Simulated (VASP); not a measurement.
# Hf (Im-3m) in VASP: further runs

Hf is run at these levels: PBEsol+D3(BJ); tasks: single point.

All numbers are computed with VASP 6.6.1; they aren't measurements. Logs are shortened: lines on timing, memory, paths and dates and some standing lists are left out, and cuts for length are marked.

### Step 1. The cell of the first run

The structure is cubic, space group Im-3m (No. 229). The conventional cell has a = 3.137 Å, b = 3.137 Å, c = 3.137 Å, α = 90.00°, β = 90.00°, γ = 90.00°. Hf (site symmetry m-3m) has 14 Hf at 2.72 to 3.14 Å within 3.6 Å.

### Step 2. Single point, PBEsol+D3(BJ)

Contents of INCAR:

```
ALGO = Normal
EDIFF = 1E-6
ENCUT = 500
GGA = PS
GGA_COMPAT = False
ISIF = 2
ISMEAR = 0
IVDW = 12
LASPH = True
LCHARG = False
LREAL = False
LWAVE = False
NBANDS = 11
NELM = 120
PREC = Accurate
SIGMA = 0.1
```

Contents of KPOINTS:

```
k-points
0
Gamma
  18 18 18
```

Contents of POSCAR:

```
Hf
1.0
   -1.5685564666      1.5685564666      1.5685564666
    1.5685564666     -1.5685564666      1.5685564666
    1.5685564666      1.5685564666     -1.5685564666
Hf
1
Direct
    0.0000000000      0.0000000000      0.0000000000
```

Potentials or basis: VASP PAW PBE potentials, release 64 (Hf_pv).

Command:

```sh
$ cat potpaw_PBE.64/Hf_pv/POTCAR > POTCAR
$ mpirun -np 1 vasp_std > vasp.out
```

OUTCAR:

```text
EDIFF = 1E-6
   ENCUT = 500
   GGA = PS
   ISIF = 2
   ISMEAR = 0
   IVDW = 12
   LASPH = True
   LREAL = False
   NELM = 120
   PREC = Accurate
 IVDW          = 12

 ion  position               nearest neighbor table
   1  0.000  0.000  0.000-

  LATTYP: Found a body centered cubic cell.
 ALAT       =     3.1371129332

  Lattice vectors:

 A1 = (  -1.5685564666,   1.5685564666,   1.5685564666)
 A2 = (   1.5685564666,  -1.5685564666,   1.5685564666)
 A3 = (   1.5685564666,   1.5685564666,  -1.5685564666)

Analysis of symmetry for initial positions (statically):
=====================================================================
 Subroutine PRICEL returns:
 Original cell was already a primitive cell.

 Routine SETGRP: Setting up the symmetry group for a
 body centered cubic supercell.

 Subroutine GETGRP returns: Found 48 space group operations
 (whereof 48 operations were pure point group operations)
 out of a pool of 48 trial point group operations.

The static configuration has the point symmetry O_h .

Analysis of symmetry for dynamics (positions and initial velocities):
=====================================================================
 Subroutine PRICEL returns:
 Original cell was already a primitive cell.

 Routine SETGRP: Setting up the symmetry group for a
 body centered cubic supercell.

 Subroutine GETGRP returns: Found 48 space group operations
 (whereof 48 operations were pure point group operations)
 out of a pool of 48 trial point group operations.

The dynamic configuration has the point symmetry O_h .

 Subroutine INISYM returns: Found 48 space group operations
 (whereof 48 operations are pure point group operations),
 and found     1 'primitive' translations

----------------------------------------------------------------------------------------

                                     Primitive cell

  volume of cell :      15.4369

  direct lattice vectors                    reciprocal lattice vectors
    -1.568556467  1.568556467  1.568556467     0.000000000  0.318764425  0.318764425
     1.568556467 -1.568556467  1.568556467     0.318764425  0.000000000  0.318764425
     1.568556467  1.568556467 -1.568556467     0.318764425  0.318764425  0.000000000

  length of vectors
     2.716819495  2.716819495  2.716819495     0.450800973  0.450800973  0.450800973

  position of ions in fractional coordinates (direct lattice)
     0.000000000  0.000000000  0.000000000

  ion indices of the primitive-cell ions
[... 80 lines left out ...]
   ISIF   =      2    stress and relaxation
   ISYM   =      2    0-nonsym 1-usesym 2-fastsym
   POTIM  = 0.5000    time-step for ionic-motion
   TEBEG  =    0.0;   TEEND  =   0.0 temperature during run
   PSTRESS=    0.0 pullay stress
   NELECT =      10.0000    total number of electrons
   NUPDOWN=      -1.0000    fix difference up-down
   EMIN   =  10.00;   EMAX   =-10.00  energy-range for DOS
   EFERMI =   0.00;   METHOD = LEGACY
   ISMEAR =     0;   SIGMA  =   0.10  broadening in eV -4-tet -1-fermi 0-gaus
   EFERMI_NEDOS =   21; number of points for ismear=-14 and -15
   IALGO  =     38    algorithm
   IMIX   =      4    mixing-type and parameters
     AMIX     =   0.40;   BMIX     =  1.00
     AMIX_MAG =   1.60;   BMIX_MAG =  1.00
  volume/ion in A,a.u.               =      15.44       104.17
  Fermi-wavevector in a.u.,A,eV,Ry     =   1.416516  2.676826 27.300311  2.006516
  Thomas-Fermi vector in A             =   2.537842
   LORBIT       =      0    0 simple, 1 ext, 2 COOP (PROOUT), +10 PAW based schemes
   GGA     = PS    functional components
   LHFCALC =     F    Hartree Fock is set to
   AEXX    =    0.0000 exact exchange contribution
   IVDW    =    12    specifies the selected vdW correction
   LEPSILON=     F    determine dielectric tensor
   LRPA    =     F    only Hartree local field effects (RPA)
 non-spin polarized calculation
 Gauss-broadening in eV      SIGMA  =   0.10
  energy-cutoff  :      500.00
  volume of cell :       15.44
 maximum number of plane-waves:       405
   NGX =  9   NGY =  9   NGZ =  9

 number of electron      10.0000002 magnetization

 Free energy of the ion-electron system (eV)
  ---------------------------------------------------
  ext. energy  EPLUGINS =         0.00000000
  ---------------------------------------------------
  free energy    TOTEN  =        -9.52510105 eV

  energy without entropy =       -9.52130242  energy(sigma->0) =       -9.52320174

 E-fermi :   7.2152     XC(G=0): -13.2074

 val. band max:        7.2035322115   @ k =   0.1667   0.1667   0.0000
 cond. band min:       7.2285095517   @ k =   0.2222   0.1667   0.0000
 fundamental gap:      0.0249773401
 Fermi energy:         7.2151634563

 k-point     1 :       0.0000    0.0000    0.0000
  band No.  band energies     occupation
      1     -21.1067      2.00000
      2     -21.1067      2.00000
      3     -21.1067      2.00000
      4      -0.7711      2.00000
      5       8.8863      0.00000
      6       8.8863      0.00000
      7       8.8863      0.00000
      8      12.8911      0.00000
      9      12.8911      0.00000
     10      21.6700      0.00000
     11      22.4507      0.00000
[... 309 lines left out ...]
 k-point    24 :       0.3889    0.1111    0.0000
  band No.  band energies     occupation
      1     -23.5371      2.00000
      2     -21.9838      2.00000
      3     -21.2617      2.00000
      4       3.0300      2.00000
      5       5.9723      2.00000
      6       9.3456      0.00000
      7      12.7873      0.00000
      8      14.6888      0.00000
      9      18.5564      0.00000
     10      21.1201      0.00000
     11      21.6125      0.00000

 [... further k-points ...]

------------------------ aborting loop because EDIFF is reached ----------------------------------------

 Edisp (eV)   -0.74473

 E8    (eV) :    -0.5623

  FORCE on cell =-STRESS in cart. coord.  units (eV):
  Direction    XX          YY          ZZ          XY          YZ          ZX
  --------------------------------------------------------------------------------------
  -------------------------------------------------------------------------------------
  Total       4.79520     4.79520     4.79520     0.00000     0.00000    -0.00000
  in kB     497.68755   497.68755   497.68755     0.00000     0.00000    -0.00000
  external pressure =      497.69 kB  Pullay stress =        0.00 kB

 VOLUME and BASIS-vectors are now :
 -----------------------------------------------------------------------------
  energy-cutoff  :      500.00
  volume of cell :       15.44
      direct lattice vectors                 reciprocal lattice vectors
    -1.568556467  1.568556467  1.568556467     0.000000000  0.318764425  0.318764425
     1.568556467 -1.568556467  1.568556467     0.318764425  0.000000000  0.318764425
     1.568556467  1.568556467 -1.568556467     0.318764425  0.318764425  0.000000000

 POSITION                                       TOTAL-FORCE (eV/Angst)
 -----------------------------------------------------------------------------------
      0.00000      0.00000      0.00000        -0.000000     -0.000000      0.000000
 -----------------------------------------------------------------------------------
    total drift:                                0.000000     -0.000000      0.000000

  FREE ENERGIE OF THE ION-ELECTRON SYSTEM (eV)
  ---------------------------------------------------
  free  energy   TOTEN  =       -10.2698355484 eV

  energy  without entropy=      -10.2660369141  energy(sigma->0) =      -10.26793623
```

stdout:

```text
POSCAR found type information on POSCAR Hf
 POSCAR found :  1 types and       1 ions
 scaLAPACK will be used
 -----------------------------------------------------------------------------
|                                                                             |
|                                                                             |
|     You enforced a specific xc type in the INCAR file but a different       |
|     I HOPE YOU KNOW WHAT YOU ARE DOING!                                     |
|                                                                             |
 -----------------------------------------------------------------------------

 LDA part: xc-table for (Slater+PW92), standard interpolation
 POSCAR, INCAR and KPOINTS ok, starting setup
 FFT: planning ... GRIDC
 FFT: planning ... GRID_SOFT
 FFT: planning ... GRID
 WAVECAR not read
 entering main loop
```

Wall time 16 s (1 thread of Intel Xeon 6975P-C, shared host); peak memory 0.16 GiB.

What came out:

| Property | Result |
| --- | --- |
| Free energy | -10.2698 eV |
| Pressure | 49.8 GPa |
| Band gap on the k mesh | zero (band 5 reaches 8.89 eV, above the bottom of band 6 at 6.08 eV) |
| Dispersion energy per atom | -0.745 eV |

Caveat: the PAW data sets were made with another functional, which shifts forces and pressure a little; spin-orbit coupling is left out, which moves the levels of the heavy elements; pairwise dispersion overbinds metals, which lowers pressure and volume.

### Step 3. Single point, PBEsol+D3(BJ)

This run uses another cell than the first one, of 16.77 Å³/atom, 1.086 times its volume.

Contents of INCAR:

```
SYSTEM = Hf
ALGO = Normal
EDIFF = 1E-6
ENCUT = 500
GGA = PS
GGA_COMPAT = .False.
ISIF = 2
ISMEAR = 0
IVDW = 12
LASPH = .True.
LCHARG = .False.
LREAL = .False.
LWAVE = .False.
NBANDS = 11
NELM = 120
PREC = Accurate
SIGMA = 0.1
```

Contents of KPOINTS:

```
k-points
0
Gamma
  18 18 18
  0 0 0
```

Contents of POSCAR:

```
Hf
1.0
   -1.6123397192      1.6123397192      1.6123397192
    1.6123397192     -1.6123397192      1.6123397192
    1.6123397192      1.6123397192     -1.6123397192
Hf
1
Direct
    0.0000000000      0.0000000000      0.0000000000
```

Potentials or basis: VASP PAW PBE potentials, release 64 (Hf_pv).

Command:

```sh
$ cat potpaw_PBE.64/Hf_pv/POTCAR > POTCAR
$ mpirun -np 1 vasp_std > vasp.out
```

Wall time 15 s (1 thread of Intel Xeon 6975P-C, shared host); peak memory 0.16 GiB.

The run converged. Its results:

| Item | Value |
| --- | --- |
| Free energy | -10.5947 eV |
| Pressure | 29.8 GPa |
| Band gap on the k mesh | zero (band 5 reaches 8.20 eV, above the bottom of band 6 at 5.52 eV) |
| Dispersion energy per atom | -0.685 eV |

Levels at points of the mesh, in eV from the Fermi level:
```
           k point  band 2  band 3  band 4  band 5  band 6  band 7  band 8  band 9
(0.00, 0.00, 0.00)  -28.67  -28.67   -7.87    1.64    1.64    1.64    5.35    5.35
(0.50, 0.00, 0.00)  -29.30  -28.69   -4.43   -1.20    2.69    5.43    6.75   10.51
(0.50, 0.50, 0.50)  -30.04  -30.04   -4.11   -4.11    9.20    9.20    9.20   10.02
```

Caveat: the PAW data sets were made with another functional, which shifts forces and pressure a little; spin-orbit coupling is left out, which moves the levels of the heavy elements; pairwise dispersion overbinds metals, which lowers pressure and volume.

### Step 4. Single point, PBEsol+D3(BJ)

This run uses another cell than the first one, of 18.61 Å³/atom, 1.206 times its volume.

Contents of INCAR:

```
  PREC = Accurate
  ENCUT = 500
  EDIFF = 1E-6
  ISMEAR = 0
  SIGMA = 0.1
  LREAL = F
  LASPH = T
  NELM = 120
  ALGO = Normal
  ISIF = 2
  LWAVE = F
  LCHARG = T
  GGA = PS
  IVDW = 12
  LELF = T
  LVHAR = T
  NBANDS = 11
  GGA_COMPAT = F
```

Contents of KPOINTS:

```
Automatic mesh
0
Gamma
  18 18 18
```

Contents of POSCAR:

```
Hf
1.0
   -1.6695393103      1.6695393103      1.6695393103
    1.6695393103     -1.6695393103      1.6695393103
    1.6695393103      1.6695393103     -1.6695393103
Hf
1
Direct
    0.0000000000      0.0000000000      0.0000000000
```

Command:

```sh
$ cat potpaw_PBE.64/Hf_pv/POTCAR > POTCAR
$ mpirun -np 1 vasp_std > vasp.out
```

Run time: 19 s. Hardware: 1 thread of Intel Xeon 6975P-C, shared host; peak memory 0.18 GiB.

Results (log left out):

```
Free energy                : -10.8263 eV
Pressure                   : 11.7 GPa
Band gap on the k mesh     : zero (band 5 reaches 7.35 eV, above the bottom of band 6 at 4.86 eV)
Dispersion energy per atom : -0.617 eV
```

Levels at points of the mesh, in eV from the Fermi level:
```csv
k point,band 3,band 4,band 5,band 6,band 7,band 8
"(0.00, 0.00, 0.00)",-29.03,-7.57,1.65,1.65,1.65,5.01
"(0.50, 0.00, 0.00)",-29.04,-3.98,-0.86,2.01,4.97,6.17
"(0.50, 0.50, 0.50)",-30.05,-3.44,-3.44,8.30,8.30,8.30
```

Caveat: the PAW data sets were made with another functional, which shifts forces and pressure a little; spin-orbit coupling is left out, which moves the levels of the heavy elements; pairwise dispersion overbinds metals, which lowers pressure and volume.

### Step 5. Single point, PBEsol+D3(BJ)

This run uses another cell than the first one, of 18.61 Å³/atom, 1.206 times its volume.

Contents of INCAR:

```
SYSTEM = Hf
PREC     = Accurate       ! precision mode
ENCUT    = 500            ! plane-wave cutoff, eV
EDIFF    = 1E-6           ! SCF threshold, eV
ISMEAR   = 0              ! smearing method
SIGMA    = 0.1            ! smearing width, eV
LREAL    = .False.        ! projectors in reciprocal space
LASPH    = .True.         ! aspherical terms in the spheres
NELM     = 120            ! most SCF steps
ALGO     = Normal         ! electronic algorithm
ISIF     = 2              ! what is computed and relaxed
LWAVE    = .False.        ! write WAVECAR
LCHARG   = .True.         ! write CHGCAR
GGA      = PS             ! functional
IVDW     = 12             ! dispersion correction
LELF     = .True.         ! ELF
LVHAR    = .True.       
NBANDS   = 11             ! bands
GGA_COMPAT= .False.
```

Contents of KPOINTS:

```
Automatic mesh
0
Gamma
  18 18 18
  0 0 0
```

POSCAR is that of step 4.

Command:

```sh
$ cat potpaw_PBE.64/Hf_pv/POTCAR > POTCAR
$ mpirun -np 1 vasp_std > vasp.out
```

Wall time 21 s (1 thread of Intel Xeon 6975P-C, shared host); peak memory 0.17 GiB.

It converged, with:

- Free energy: -10.8263 eV
- Pressure: 11.7 GPa
- Band gap on the k mesh: zero (band 5 reaches 7.35 eV, above the bottom of band 6 at 4.86 eV)
- Dispersion energy per atom: -0.617 eV

Levels at points of the mesh, in eV from the Fermi level:
```tsv
k point	band 2	band 3	band 4	band 5	band 6	band 7	band 8	band 9
(0.00, 0.00, 0.00)	-29.03	-29.03	-7.57	1.65	1.65	1.65	5.01	5.01
(0.50, 0.00, 0.00)	-29.50	-29.04	-3.98	-0.86	2.01	4.97	6.17	9.42
(0.50, 0.50, 0.50)	-30.05	-30.05	-3.44	-3.44	8.30	8.30	8.30	8.91
```

Caveat: the PAW data sets were made with another functional, which shifts forces and pressure a little; spin-orbit coupling is left out, which moves the levels of the heavy elements; pairwise dispersion overbinds metals, which lowers pressure and volume.

### Step 6. Single point, PBEsol+D3(BJ)

This run uses another cell than the first one, of 20.46 Å³/atom, 1.325 times its volume.

Contents of INCAR:

```
PREC = Accurate ; ENCUT = 500
EDIFF = 1E-6 ; ISMEAR = 0
SIGMA = 0.1 ; LREAL = F
LASPH = T ; NELM = 120
ALGO = Normal ; ISIF = 2
LWAVE = F ; LCHARG = F
GGA = PS ; IVDW = 12
NBANDS = 11 ; GGA_COMPAT = F
```

Contents of KPOINTS:

```
regular mesh
0
Gamma
  18 18 18
```

Contents of POSCAR:

```
Hf
1.0
   -1.7228769269      1.7228769269      1.7228769269
    1.7228769269     -1.7228769269      1.7228769269
    1.7228769269      1.7228769269     -1.7228769269
Hf
1
Direct
    0.0000000000      0.0000000000      0.0000000000
```

Potentials or basis: VASP PAW PBE potentials, release 64 (Hf_pv).

Command:

```sh
$ cat potpaw_PBE.64/Hf_pv/POTCAR > POTCAR
$ mpirun -np 1 vasp_std > vasp.out
```

It took 20 s on 1 thread of Intel Xeon 6975P-C, shared host; peak memory 0.18 GiB.

The run converged. Its results:

- Free energy: -10.8895 eV
- Pressure: -0.2 GPa
- Band gap on the k mesh: zero (band 5 reaches 6.61 eV, above the bottom of band 6 at 4.30 eV)
- Dispersion energy per atom: -0.561 eV

Levels at points of the mesh, in eV from the Fermi level:
| k point | band 2 | band 3 | band 4 | band 5 | band 6 | band 7 | band 8 | band 9 |
| --- | --- | --- | --- | --- | --- | --- | --- | --- |
| (0.00, 0.00, 0.00) | -29.41 | -29.41 | -7.31 | 1.59 | 1.59 | 1.59 | 4.65 | 4.65 |
| (0.50, 0.00, 0.00) | -29.77 | -29.42 | -3.65 | -0.66 | 1.49 | 4.53 | 5.63 | 8.46 |
| (0.50, 0.50, 0.50) | -30.18 | -30.18 | -2.96 | -2.96 | 7.50 | 7.50 | 7.50 | 8.00 |

Caveat: the PAW data sets were made with another functional, which shifts forces and pressure a little; spin-orbit coupling is left out, which moves the levels of the heavy elements; pairwise dispersion overbinds metals, which lowers pressure and volume.

### Step 7. The runs side by side

| cell | gap on the mesh (eV) | pressure (GPa) |
| --- | --- | --- |
| a = 2.717 Å, angles 109.5°, 1 atom | none | 49.8 |
| a = 2.793 Å, angles 109.5°, 1 atom | none | 29.8 |
| a = 2.892 Å, angles 109.5°, 1 atom | none | 11.7 |
| a = 2.984 Å, angles 109.5°, 1 atom | none | -0.2 |

Alike in all rows: task single point; level PBEsol+D3(BJ); potentials or basis VASP PAW PBE potentials, release 64 (Hf_pv); no spin polarisation; k mesh 18 × 18 × 18; cutoff (eV) 500; smearing gaussian 0.1 eV.

Caveats: the PAW data sets were made with another functional, which shifts forces and pressure a little; spin-orbit coupling is left out, which moves the levels of the heavy elements; pairwise dispersion overbinds metals, which lowers pressure and volume.

Total energies depend on the potentials used, so only differences within one code and one set of settings carry meaning.
